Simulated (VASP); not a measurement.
Set up this calculation in VASP 6.6.1, as the native input.

```yaml
Task: single point
Functional: r2SCAN
Dispersion: D4
Potentials_or_basis: VASP PAW PBE potentials, release 64 (C, O)
Cutoff: 660 eV
k_mesh: 7 × 7 × 7
Occupations: gaussian, width 0.01 eV
Spin: no spin polarisation
Dipole_correction: no
Further_INCAR_settings: ALGO = Normal; EDIFF = 1e-06; NBANDS = 25
```

Crystal: CO2.

```
C O
1.0
    -1.97473    1.97473    3.01406
     1.97473   -1.97473    3.01406
     1.97473    1.97473   -3.01406
C O
2 4
Direct
  0.75000 0.25000 0.50000
  0.00000 0.00000 0.00000
  0.70980 0.12500 0.08480
  0.37500 0.29020 0.41520
  0.04020 0.62500 0.91520
  0.87500 0.95980 0.58480
```

One way to write it, as run:

POSCAR

```
CO2
1.0
   -1.9747270000      1.9747270000      3.0140580000
    1.9747270000     -1.9747270000      3.0140580000
    1.9747270000      1.9747270000     -3.0140580000
C O
2 4
Direct
    0.7500000000      0.2500000000      0.5000000000
    0.0000000000      0.0000000000      0.0000000000
    0.7097980000      0.1250000000      0.0847980000
    0.3750000000      0.2902020000      0.4152020000
    0.0402020000      0.6250000000      0.9152020000
    0.8750000000      0.9597980000      0.5847980000
```

INCAR.step1

```
SYSTEM = CO2
  ALGO = Normal
  EDIFF = 1E-5
  ENCUT = 660
  GGA = PE
  GGA_COMPAT = .False.
  ISMEAR = 0
  LASPH = .True.
  LCHARG = .False.
  LREAL = .False.
  LWAVE = .True.
  NBANDS = 25
  NELM = 120
  PREC = Accurate
  SIGMA = 0.01
```

INCAR.step2

```
SYSTEM = CO2
  ALGO = Normal
  EDIFF = 1E-6
  ENCUT = 660
  GGA_COMPAT = .False.
  ISIF = 2
  ISMEAR = 0
  ISTART = 1
  IVDW = 13
  LASPH = .True.
  LCHARG = .True.
  LELF = .True.
  LMIXTAU = .True.
  LREAL = .False.
  LVHAR = .True.
  LWAVE = .False.
  METAGGA = R2SCAN
  NBANDS = 25
  NELM = 120
  PREC = Accurate
  SIGMA = 0.01
  VDW_A1 = 0.51559235
  VDW_A2 = 5.77342911
  VDW_S6 = 1.0
  VDW_S8 = 0.6018749
```

KPOINTS

```
k-points
0
Gamma
  7 7 7
  0 0 0
```

Potentials or basis: VASP PAW PBE potentials, release 64 (C, O).

The run is started by

```bash
$ cat potpaw_PBE.64/C/POTCAR potpaw_PBE.64/O/POTCAR > POTCAR
$ cp INCAR.step1 INCAR
$ mpirun -np 1 vasp_std > vasp.out
$ cp INCAR.step2 INCAR
$ mpirun -np 1 vasp_std > vasp.out
```

Results of the run:

The pressure is -7.6 GPa and the largest force is 0.162 eV/Å. The band gap on the k mesh is 8.43 eV (least direct gap 8.83 eV). The dispersion energy per atom is -0.056 eV.

Caveat: the cell stands under tension; the PAW data sets were made with another functional, which shifts forces and pressure a little.

Run time: 3 min on 1 thread of AMD EPYC 9R45 96-Core Processor (Zen 5), on a shared host, peak memory 0.2 GiB.
